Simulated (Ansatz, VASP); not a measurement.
Two plane-wave programs on MgS

The input INCAR:

```
PREC     = Accurate       # precision mode
ENCUT    = 600            # plane-wave cutoff, eV
EDIFF    = 1E-6           # SCF threshold, eV
ISMEAR   = 0              # smearing method
SIGMA    = 0.02           # smearing width, eV
LREAL    = False          # projectors in reciprocal space
LASPH    = True           # aspherical terms in the spheres
NELM     = 120            # most SCF steps
ALGO     = Normal         # electronic algorithm
ISIF     = 2              # what is computed and relaxed
LWAVE    = False          # write WAVECAR
LCHARG   = False          # write CHGCAR
GGA      = PS             # functional
NBANDS   = 11             # bands
GGA_COMPAT= False
```

The input KPOINTS:

```
regular mesh
0
Gamma
  8 8 8
```

File POSCAR:

```
MgS
1.0
    0.0000000000      2.8257734672      2.8257734672
    2.8257734672      0.0000000000      2.8257734672
    2.8257734672      2.8257734672      0.0000000000
Mg S
1 1
Direct
    0.0000000000      0.0000000000      0.0000000000
    0.2500000000      0.2500000000      0.2500000000
```

Input for Ansatz:

```yaml
crystal:
  lattice:
    - [0.0, 2.8257734672, 2.8257734672]
    - [2.8257734672, 0.0, 2.8257734672]
    - [2.8257734672, 2.8257734672, 0.0]
  atoms:
    - { symbol: Mg, position: [0.0, 0.0, 0.0] }
    - { symbol: S, position: [0.25, 0.25, 0.25] }
basis:
  ecutwfc: 420
kpoints:
  mp_grid: { grid: [8, 8, 8] }
  band_path:
    path:
      - [[0.0, 0.0, 0.0], [-0.5, -0.5, 0.0], [-0.375, -0.375, 0.25]]
      - [[-0.375, 0.0, 0.375], [0.0, 0.0, 0.0], [0.0, 0.0, 0.5], [-0.5, -0.25, 0.25], [-0.5, -0.5, 0.0]]
    npoints: 10
hamiltonian:
  xc: pbesol
  pseudopotentials: { kind: paw, azcp: { folder: soft_1 } }
scf:
  occupations: { method: gaussian, width: 0.02 }
  n_extra_bands: 7
output:
  forces: true
  stress: true
  eigenvalues: true
```

Alike in both runs: task single point; functional PBEsol; k mesh 8 × 8 × 8; occupations gaussian, width 0.02 eV; no spin polarisation.

|  | VASP | Ansatz |
| --- | --- | --- |
| version | VASP 6.6.1 | Ansatz 0.2.0 |
| potentials or method | VASP PAW PBE potentials, release 64 (Mg, S), cutoff 600 eV | scalar-relativistic, plane waves, PAW |
| valence electrons in the cell | 8 | 16 |

```tsv
	VASP	Ansatz	Ansatz less VASP
gap on the k mesh at the Fermi level (eV)	3.32	3.32	-0.002
least direct gap on the mesh (eV)	3.32	3.32	-0.002
pressure (GPa)	-0.1	0.0	+0.07
```

VASP's potentials were made for PBE, not for PBEsol, and Ansatz warns of the same on its side. VASP's potentials hold 8 valence electrons a cell and Ansatz's 16, so a difference there can come from the potentials and not from the codes.
